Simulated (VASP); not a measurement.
Set up this calculation in VASP 6.6.1, as the native input.

```
Task                   : single point
Functional             : LDA
Potentials or basis    : VASP PAW LDA potentials, release 64 (Sn_d, O)
Cutoff                 : 520 eV
k mesh                 : 4 × 3 × 3
Occupations            : gaussian, width 0.01 eV
Spin                   : no spin polarisation
Dipole correction      : no
Further INCAR settings : ALGO = Normal; EDIFF = 1e-06; NBANDS = 28
```

The structure of SnO lies in POSCAR:

```
SnO
1.0
    3.3550050000      0.0000000000      0.0000000000
    0.0000000000      5.6741040000      0.0000000000
    0.0000000000      0.0000000000      4.2219700000
Sn O
2 2
Direct
   -0.0047640247      0.2039704148      0.4917066832
    0.4983034062      0.7523184807     -0.0112292261
   -0.0034718725      0.8814304274      0.7343160968
    0.4959305106      0.0721438404      0.2383351674
```

The input as run:

INCAR

```
  PREC = Accurate
  ENCUT = 520
  EDIFF = 1E-6
  ISMEAR = 0
  SIGMA = 0.01
  LREAL = False
  LASPH = True
  NELM = 60
  ALGO = Normal
  ISIF = 2
  LWAVE = False
  LCHARG = False
  GGA = CA
  NBANDS = 28
```

KPOINTS

```
regular mesh
0
Gamma
  4 3 3
```

Potentials or basis: VASP PAW LDA potentials, release 64 (Sn_d, O).

Launch:

```console
$ cat potpaw_LDA.64/Sn_d/POTCAR potpaw_LDA.64/O/POTCAR > POTCAR
$ mpirun -np 1 vasp_std > vasp.out
```

It gave:

```json
{"Pressure": "-1.6 GPa", "Largest force": "0.223 eV/Å", "Band gap on the k mesh": "1.57 eV (least direct gap 2.25 eV)"}
```

Caveat: the k points lie up to 0.50 Å⁻¹ apart; spin-orbit coupling is left out, which moves the levels of the heavy elements; an odd mesh through Γ misses points on the zone boundary, where band edges can lie.

Run time: 50 s on 1 thread of Intel Xeon 8259CL (shared host), peak memory 0.18 GiB.
